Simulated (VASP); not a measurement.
# AlCo (Pm-3m) in VASP: notebook

Aim: see how the results for AlCo move with the level of theory and the settings. Levels: revPBE+D3(BJ), PBE, RPBE. Tasks: single point.

Program: VASP 6.6.1. These are calculated values, not measurements. Logs are shortened: lines on timing, memory, paths and dates and some standing lists are left out, and cuts for length are marked.

## (1) The cell of the first run

Symmetry: Pm-3m, No. 221, cubic system. The conventional cell has a = 2.806 Å, b = 2.806 Å, c = 2.806 Å, α = 90.00°, β = 90.00°, γ = 90.00°. Within 3.2 Å of Al (site symmetry m-3m) lie 8 Co at 2.43 Å and 6 Al at 2.81 Å. Within 3.2 Å of Co (site symmetry m-3m) lie 8 Al at 2.43 Å and 6 Co at 2.81 Å.

## (2) Single point, revPBE+D3(BJ), collinear spin, ferromagnetic start

Contents of INCAR:

```
ALGO = Normal
EDIFF = 1E-7
ENCUT = 520
GGA = RE
ISIF = 2
ISMEAR = -1
ISPIN = 2
IVDW = 12
LASPH = T
LCHARG = F
LMAXMIX = 4
LORBIT = 11
LREAL = F
LWAVE = F
MAGMOM = 0 2.5
NBANDS = 17
NELM = 150
PREC = Accurate
SIGMA = 0.1
```

Contents of KPOINTS:

```
k-points
0
Gamma
  12 12 12
```

Contents of POSCAR:

```
AlCo
1.0
    2.8055104275      0.0000000000      0.0000000000
    0.0000000000      2.8055104275      0.0000000000
    0.0000000000      0.0000000000      2.8055104275
Al Co
1 1
Direct
    0.0000000000      0.0000000000      0.0000000000
    0.5000000000      0.5000000000      0.5000000000
```

Potentials or basis: VASP PAW PBE potentials, release 64 (Al, Co).

Command:

```sh
$ cat potpaw_PBE.64/Al/POTCAR potpaw_PBE.64/Co/POTCAR > POTCAR
$ mpirun -np 1 vasp_std > vasp.out
```

OUTCAR:

```text
EDIFF = 1E-7
   ENCUT = 520
   GGA = RE
   ISIF = 2
   ISMEAR = -1
   ISPIN = 2
   IVDW = 12
   LASPH = T
   LORBIT = 11
   LREAL = F
   NELM = 150
   PREC = Accurate
 IVDW          = 12

 ion  position               nearest neighbor table
   1  0.000  0.000  0.000-   2 2.43   2 2.43   2 2.43   2 2.43   2 2.43   2 2.43   2 2.43   2 2.43

   2  0.500  0.500  0.500-   1 2.43   1 2.43   1 2.43   1 2.43   1 2.43   1 2.43   1 2.43   1 2.43

  LATTYP: Found a simple cubic cell.
 ALAT       =     2.8055104275

  Lattice vectors:

 A1 = (   2.8055104275,   0.0000000000,   0.0000000000)
 A2 = (   0.0000000000,   2.8055104275,   0.0000000000)
 A3 = (   0.0000000000,   0.0000000000,   2.8055104275)

Analysis of symmetry for initial positions (statically):
=====================================================================
 Subroutine PRICEL returns:
 Original cell was already a primitive cell.

 Routine SETGRP: Setting up the symmetry group for a
 simple cubic supercell.

 Subroutine GETGRP returns: Found 48 space group operations
 (whereof 48 operations were pure point group operations)
 out of a pool of 48 trial point group operations.

The static configuration has the point symmetry O_h .

Analysis of symmetry for dynamics (positions and initial velocities):
=====================================================================
 Subroutine PRICEL returns:
 Original cell was already a primitive cell.

 Routine SETGRP: Setting up the symmetry group for a
 simple cubic supercell.

 Subroutine GETGRP returns: Found 48 space group operations
 (whereof 48 operations were pure point group operations)
 out of a pool of 48 trial point group operations.

The dynamic configuration has the point symmetry O_h .

Analysis of structural, dynamic, and magnetic symmetry:
=====================================================================
 Subroutine PRICEL returns:
 Original cell was already a primitive cell.

 Routine SETGRP: Setting up the symmetry group for a
 simple cubic supercell.

 Subroutine GETGRP returns: Found 48 space group operations
 (whereof 48 operations were pure point group operations)
 out of a pool of 48 trial point group operations.

The overall configuration has the point symmetry O_h .

 Subroutine INISYM returns: Found 48 space group operations
 (whereof 48 operations are pure point group operations),
 and found     1 'primitive' translations

----------------------------------------------------------------------------------------

                                     Primitive cell

  volume of cell :      22.0819

  direct lattice vectors                    reciprocal lattice vectors
     2.805510427  0.000000000  0.000000000     0.356441377  0.000000000  0.000000000
     0.000000000  2.805510427  0.000000000     0.000000000  0.356441377  0.000000000
     0.000000000  0.000000000  2.805510427     0.000000000  0.000000000  0.356441377

  length of vectors
     2.805510427  2.805510427  2.805510427     0.356441377  0.356441377  0.356441377

  position of ions in fractional coordinates (direct lattice)
     0.000000000  0.000000000  0.000000000
     0.500000000  0.500000000  0.500000000

  ion indices of the primitive-cell ions
   primitive index   ion index
                 1           1
                 2           2

----------------------------------------------------------------------------------------

 KPOINTS: k-points

Automatic generation of k-mesh.
 Grid dimensions read from file:
 generate k-points for:   12   12   12

 Generating k-lattice:

  Cartesian coordinates                     Fractional coordinates (reciprocal lattice)
     0.029703448  0.000000000  0.000000000     0.083333333  0.000000000  0.000000000
     0.000000000  0.029703448  0.000000000     0.000000000  0.083333333  0.000000000
     0.000000000  0.000000000  0.029703448     0.000000000  0.000000000  0.083333333

  Length of vectors
     0.029703448  0.029703448  0.029703448

  Shift w.r.t. Gamma in fractional coordinates (k-lattice)
     0.000000000  0.000000000  0.000000000

 Subroutine IBZKPT returns following result:
 ===========================================

 Found     84 irreducible k-points:

 Following reciprocal coordinates:
            Coordinates               Weight
  0.000000  0.000000  0.000000      1.000000
  0.083333  0.000000  0.000000      6.000000
  0.166667  0.000000  0.000000      6.000000
  0.250000  0.000000  0.000000      6.000000
  0.333333  0.000000  0.000000      6.000000
  0.416667  0.000000  0.000000      6.000000
[... 16 lines left out ...]
  0.333333  0.333333  0.000000     12.000000
  0.416667  0.333333  0.000000     24.000000
 [... further k-points ...]
   k-points           NKPTS =     84   k-points in BZ     NKDIM =     84   number of bands    NBANDS=     17
   number of dos      NEDOS =    301   number of ions     NIONS =      2
   total plane-waves  NPLWV =  13824
   dimension x,y,z NGX =    24 NGY =   24 NGZ =   24
   dimension x,y,z NGXF=    48 NGYF=   48 NGZF=   48
   ions per type =               1   1
   NGX,Y,Z   is equivalent  to a cutoff of  14.22, 14.22, 14.22 a.u.
   NGXF,Y,Z  is equivalent  to a cutoff of  28.44, 28.44, 28.44 a.u.
 SYSTEM =  unknown system
   PREC   = accura    normal or accurate (medium, high low for compatibility)
   ISTART =      0    job   : 0-new  1-cont  2-samecut
   ICHARG =      2    charge: 1-file 2-atom 10-const
   ISPIN  =      2    spin polarized calculation?
   LNONCOLLINEAR =      F non collinear calculations
   LSORBIT =      F    spin-orbit coupling
   LASPH  =      T    aspherical Exc in radial PAW
   ENCUT  =  520.0 eV  38.22 Ry    6.18 a.u.   5.22  5.22  5.22*2*pi/ulx,y,z
   NELM   =    150;   NELMIN=  2; NELMDL= -5     # of ELM steps
   EDIFF  = 0.1E-06   stopping-criterion for ELM
   LREAL  =      F    real-space projection
   EDIFFG = 0.1E-05   stopping-criterion for IOM
   NSW    =      0    number of steps for IOM
   IBRION =     -1    ionic relax: 0-MD 1-quasi-New 2-CG
   NFREE  =      0    steps in history (QN), initial steepest desc. (CG)
   ISIF   =      2    stress and relaxation
   ISYM   =      2    0-nonsym 1-usesym 2-fastsym
   POTIM  = 0.5000    time-step for ionic-motion
   TEBEG  =    0.0;   TEEND  =   0.0 temperature during run
   PSTRESS=    0.0 pullay stress
   NELECT =      12.0000    total number of electrons
   NUPDOWN=      -1.0000    fix difference up-down
   EMIN   =  10.00;   EMAX   =-10.00  energy-range for DOS
   EFERMI =   0.00;   METHOD = LEGACY
   ISMEAR =    -1;   SIGMA  =   0.10  broadening in eV -4-tet -1-fermi 0-gaus
   EFERMI_NEDOS =   21; number of points for ismear=-14 and -15
   IALGO  =     38    algorithm
   IMIX   =      4    mixing-type and parameters
     AMIX     =   0.40;   BMIX     =  1.00
     AMIX_MAG =   1.60;   BMIX_MAG =  1.00
  volume/ion in A,a.u.               =      11.04        74.51
  Fermi-wavevector in a.u.,A,eV,Ry     =   1.335949  2.524578 24.283147  1.784761
  Thomas-Fermi vector in A             =   2.464614
   LORBIT       =     11    0 simple, 1 ext, 2 COOP (PROOUT), +10 PAW based schemes
   GGA     = RE    functional components
   LHFCALC =     F    Hartree Fock is set to
   AEXX    =    0.0000 exact exchange contribution
   IVDW    =    12    specifies the selected vdW correction
   LEPSILON=     F    determine dielectric tensor
   LRPA    =     F    only Hartree local field effects (RPA)
 spin polarized calculation
  energy-cutoff  :      520.00
  volume of cell :       22.08
 maximum number of plane-waves:       624
 NGX is ok and might be reduce to    24
   NGX = 11   NGY = 11   NGZ = 11

 number of electron      11.9999998 magnetization       0.0004375

 Free energy of the ion-electron system (eV)
  ---------------------------------------------------
  ext. energy  EPLUGINS =         0.00000000
  ---------------------------------------------------
  free energy    TOTEN  =       -11.29923816 eV

  energy without entropy =      -11.27214968  energy(sigma->0) =      -11.28569392

 E-fermi :  11.2741     XC(G=0): -12.4361

 val. band max:       11.2014132726   @ k =   0.5000   0.4167   0.0833
 cond. band min:      11.3061669324   @ k =   0.4167   0.4167   0.0000
 fundamental gap:      0.1047536598
 Fermi energy:        11.2740926523

 spin component 1

 k-point     1 :       0.0000    0.0000    0.0000
  band No.  band energies     occupation
      1      -0.0888      1.00000
      2       8.1302      1.00000
      3       8.1302      1.00000
      4      10.4012      0.99984
      5      10.4012      0.99984
      6      10.4012      0.99984
[... 9 lines left out ...]
     16      35.3987      0.00000
     17      35.3987      0.00000
[... 441 lines left out ...]
 k-point    24 :       0.4167    0.3333    0.0000
  band No.  band energies     occupation
      1       4.7645      1.00000
      2       6.9718      1.00000
      3       8.5800      1.00000
      4       9.1930      1.00000
      5       9.6801      1.00000
      6       9.8646      1.00000
[... 9 lines left out ...]
     16      34.2122      0.00000
     17      34.3083      0.00000

 [... further k-points ...]

 spin component 2

 k-point     1 :       0.0000    0.0000    0.0000
  band No.  band energies     occupation
      1      -0.0889      1.00000
      2       8.1309      1.00000
      3       8.1309      1.00000
      4      10.4015      0.99984
      5      10.4015      0.99984
      6      10.4015      0.99984
[... 9 lines left out ...]
     16      35.3985      0.00000
     17      35.3985      0.00000
[... 441 lines left out ...]
 k-point    24 :       0.4167    0.3333    0.0000
  band No.  band energies     occupation
      1       4.7644      1.00000
      2       6.9720      1.00000
      3       8.5802      1.00000
      4       9.1936      1.00000
      5       9.6804      1.00000
      6       9.8650      1.00000
[... 9 lines left out ...]
     16      34.2122      0.00000
     17      34.3082      0.00000

 [... further k-points ...]

------------------------ aborting loop because EDIFF is reached ----------------------------------------

 Edisp (eV)   -1.74462

 E8    (eV) :    -1.2329

  FORCE on cell =-STRESS in cart. coord.  units (eV):
  Direction    XX          YY          ZZ          XY          YZ          ZX
  --------------------------------------------------------------------------------------
  -------------------------------------------------------------------------------------
  Total      -0.03123    -0.03123    -0.03123    -0.00000    -0.00000     0.00000
  in kB      -2.26587    -2.26587    -2.26587    -0.00000    -0.00000     0.00000
  external pressure =       -2.27 kB  Pullay stress =        0.00 kB

 VOLUME and BASIS-vectors are now :
 -----------------------------------------------------------------------------
  energy-cutoff  :      520.00
  volume of cell :       22.08
      direct lattice vectors                 reciprocal lattice vectors
     2.805510427  0.000000000  0.000000000     0.356441377  0.000000000  0.000000000
     0.000000000  2.805510427  0.000000000     0.000000000  0.356441377  0.000000000
     0.000000000  0.000000000  2.805510427     0.000000000  0.000000000  0.356441377

 POSITION                                       TOTAL-FORCE (eV/Angst)
 -----------------------------------------------------------------------------------
      0.00000      0.00000      0.00000         0.000000      0.000000      0.000000
      1.40276      1.40276      1.40276         0.000000      0.000000      0.000000
 -----------------------------------------------------------------------------------
    total drift:                                0.000000     -0.000000     -0.000000

  FREE ENERGIE OF THE ION-ELECTRON SYSTEM (eV)
  ---------------------------------------------------
  free  energy   TOTEN  =       -13.0438599359 eV

  energy  without entropy=      -13.0167714648  energy(sigma->0) =      -13.03031570

 total charge

# of ion       s       p       d       tot
------------------------------------------
    1        0.403   0.451   0.000   0.854
    2        0.455   0.550   7.538   8.543
--------------------------------------------------
tot          0.858   1.001   7.538   9.397

 magnetization (x)

# of ion       s       p       d       tot
------------------------------------------
    1       -0.000  -0.000   0.000  -0.000
    2       -0.000  -0.000   0.000   0.000
--------------------------------------------------
tot         -0.000  -0.000   0.000   0.000
```

Wall time 34 s (1 thread of AMD EPYC 9R45 (Zen 5), shared host); peak memory 0.16 GiB.

Results:

```
Free energy                                           : -13.0439 eV
Pressure                                              : -0.2 GPa
Band gap on the k mesh                                : zero (filled and empty bands overlap)
Net moment                                            : 0.00 μB per cell
Valence electrons inside the program's atomic spheres : Al 0.85; Co 8.54
Dispersion energy per atom                            : -0.872 eV
```

Levels at points of the mesh, in eV from the Fermi level:
Spin up:
| k point | band 3 | band 4 | band 5 | band 6 | band 7 | band 8 | band 9 | band 10 |
| --- | --- | --- | --- | --- | --- | --- | --- | --- |
| (0.00, 0.00, 0.00) | -3.14 | -0.87 | -0.87 | -0.87 | 6.27 | 6.27 | 6.27 | 8.93 |
| (0.50, 0.00, 0.00) | -2.51 | -1.80 | -1.80 | -0.75 | 0.24 | 8.45 | 10.91 | 10.91 |
| (0.50, 0.50, 0.00) | -2.75 | -2.75 | -1.59 | -1.59 | -0.21 | 2.61 | 3.78 | 13.41 |
| (0.50, 0.50, 0.50) | -4.14 | -0.17 | -0.17 | 2.41 | 2.41 | 2.41 | 4.68 | 5.61 |
Spin down:
```csv
k point,band 4,band 5,band 6,band 7,band 8,band 9
"(0.00, 0.00, 0.00)",-0.87,-0.87,-0.87,6.27,6.27,6.27
"(0.50, 0.00, 0.00)",-1.80,-1.80,-0.75,0.24,8.45,10.91
"(0.50, 0.50, 0.00)",-2.75,-1.59,-1.59,-0.21,2.61,3.78
"(0.50, 0.50, 0.50)",-0.17,-0.17,2.41,2.41,2.41,4.68
```

Caveat: the starting moments collapsed, and a magnetic state may lie lower; the PAW data sets were made with another functional, which shifts forces and pressure a little; pairwise dispersion overbinds metals, which lowers pressure and volume.

## (3) Single point, PBE, collinear spin, ferromagnetic start

This run uses another cell than the first one, of 11.61 Å³/atom, 1.051 times its volume.

Contents of INCAR:

```
SYSTEM = AlCo
  PREC = Accurate
  ENCUT = 520
  EDIFF = 1E-6
  ISMEAR = -1
  SIGMA = 0.1
  LREAL = .False.
  LASPH = .True.
  NELM = 150
  ALGO = Normal
  ISIF = 2
  LWAVE = .False.
  LCHARG = .False.
  ISPIN = 2
  MAGMOM = 0 2.5
  LORBIT = 11
  LMAXMIX = 4
  GGA = PE
  NBANDS = 17
```

Contents of KPOINTS:

```
Automatic mesh
0
Gamma
  12 12 12
  0 0 0
```

Contents of POSCAR:

```
AlCo
1.0
    2.8528199038      0.0000000000      0.0000000000
    0.0000000000      2.8528199038      0.0000000000
    0.0000000000      0.0000000000      2.8528199038
Al Co
1 1
Direct
    0.0000000000      0.0000000000      0.0000000000
    0.5000000000      0.5000000000      0.5000000000
```

Potentials or basis: VASP PAW PBE potentials, release 64 (Al, Co).

Command:

```sh
$ cat potpaw_PBE.64/Al/POTCAR potpaw_PBE.64/Co/POTCAR > POTCAR
$ mpirun -np 1 vasp_std > vasp.out
```

Run time: 33 s. Hardware: 1 thread of AMD EPYC 9R45 (Zen 5), shared host; peak memory 0.15 GiB.

It converged, with:

| Property | Result |
| --- | --- |
| Free energy | -12.0029 eV |
| Pressure | 0.0 GPa |
| Band gap on the k mesh | zero (filled and empty bands overlap) |
| Net moment | 0.00 μB per cell |
| Valence electrons inside the program's atomic spheres | Al 0.82; Co 8.44 |

Levels at points of the mesh, in eV from the Fermi level:
Spin up:
```tsv
k point	band 3	band 4	band 5	band 6	band 7	band 8	band 9	band 10
(0.00, 0.00, 0.00)	-2.90	-0.80	-0.80	-0.80	5.99	5.99	5.99	8.76
(0.50, 0.00, 0.00)	-2.32	-1.67	-1.67	-0.69	0.22	8.44	10.64	10.64
(0.50, 0.50, 0.00)	-2.63	-2.63	-1.46	-1.46	-0.20	2.46	3.47	12.76
(0.50, 0.50, 0.50)	-3.88	-0.16	-0.16	2.43	2.43	2.43	4.12	5.34
```
Spin down:
```
           k point  band 2  band 3  band 4  band 5  band 6  band 7  band 8  band 9  band 10  band 11
(0.00, 0.00, 0.00)   -2.90   -2.90   -0.80   -0.80   -0.80    5.99    5.99    5.99     8.77     8.77
(0.50, 0.00, 0.00)   -6.57   -2.31   -1.67   -1.67   -0.68    0.22    8.44   10.64    10.64    11.65
(0.50, 0.50, 0.00)   -3.00   -2.63   -2.63   -1.46   -1.46   -0.19    2.46    3.48    12.76    15.85
(0.50, 0.50, 0.50)   -3.88   -3.88   -0.16   -0.16    2.43    2.43    2.43    4.12     5.34     5.34
```

Caveat: the starting moments collapsed, and a magnetic state may lie lower.

## (4) Single point, RPBE, collinear spin, ferromagnetic start

This run uses another cell than the first one, of 11.88 Å³/atom, 1.076 times its volume.

Contents of INCAR:

```
PREC     = Accurate       # precision mode
ENCUT    = 520            # plane-wave cutoff, eV
EDIFF    = 1E-6           # SCF threshold, eV
ISMEAR   = -1             # smearing method
SIGMA    = 0.1            # smearing width, eV
LREAL    = F              # projectors in reciprocal space
LASPH    = T              # aspherical terms in the spheres
NELM     = 150            # most SCF steps
ALGO     = Normal         # electronic algorithm
ISIF     = 2              # what is computed and relaxed
LWAVE    = F              # write WAVECAR
LCHARG   = F              # write CHGCAR
ISPIN    = 2              # spin polarisation
MAGMOM   = 0 2.5          # initial moments
LORBIT   = 11             # projections on sites
LMAXMIX  = 4              # l up to which the mixer works
GGA      = RP             # functional
NBANDS   = 17             # bands
```

Contents of KPOINTS:

```
Automatic mesh
0
Gamma
  12 12 12
```

Contents of POSCAR:

```
AlCo
1.0
    2.8748323914      0.0000000000      0.0000000000
    0.0000000000      2.8748323914      0.0000000000
    0.0000000000      0.0000000000      2.8748323914
Al Co
1 1
Direct
    0.0000000000      0.0000000000      0.0000000000
    0.5000000000      0.5000000000      0.5000000000
```

Command:

```sh
$ cat potpaw_PBE.64/Al/POTCAR potpaw_PBE.64/Co/POTCAR > POTCAR
$ mpirun -np 1 vasp_std > vasp.out
```

Wall time 40 s (1 thread of AMD EPYC 9R45 (Zen 5), shared host); peak memory 0.15 GiB.

Results (log left out):

```yaml
Free_energy: -11.1856 eV
Pressure: -0.2 GPa
Band_gap_on_the_k_mesh: zero (filled and empty bands overlap)
Net_moment: 0.00 μB per cell
Valence_electrons_inside_the_program's_atomic_spheres: Al 0.81; Co 8.40
```

Levels at points of the mesh, in eV from the Fermi level:
Spin up:
```csv
k point,band 3,band 4,band 5,band 6,band 7,band 8,band 9,band 10
"(0.00, 0.00, 0.00)",-2.80,-0.78,-0.78,-0.78,5.90,5.90,5.90,8.62
"(0.50, 0.00, 0.00)",-2.23,-1.62,-1.62,-0.67,0.21,8.35,10.50,10.50
"(0.50, 0.50, 0.00)",-2.59,-2.59,-1.41,-1.41,-0.18,2.40,3.35,12.58
"(0.50, 0.50, 0.50)",-3.78,-0.15,-0.15,2.41,2.41,2.41,4.02,5.21
```
Spin down:
```tsv
k point	band 4	band 5	band 6	band 7	band 8	band 9
(0.00, 0.00, 0.00)	-0.78	-0.78	-0.78	5.90	5.90	5.90
(0.50, 0.00, 0.00)	-1.62	-1.62	-0.67	0.21	8.35	10.50
(0.50, 0.50, 0.00)	-2.59	-1.41	-1.41	-0.18	2.40	3.35
(0.50, 0.50, 0.50)	-0.15	-0.15	2.41	2.41	2.41	4.02
```

Caveat: the starting moments collapsed, and a magnetic state may lie lower; the PAW data sets were made with another functional, which shifts forces and pressure a little.
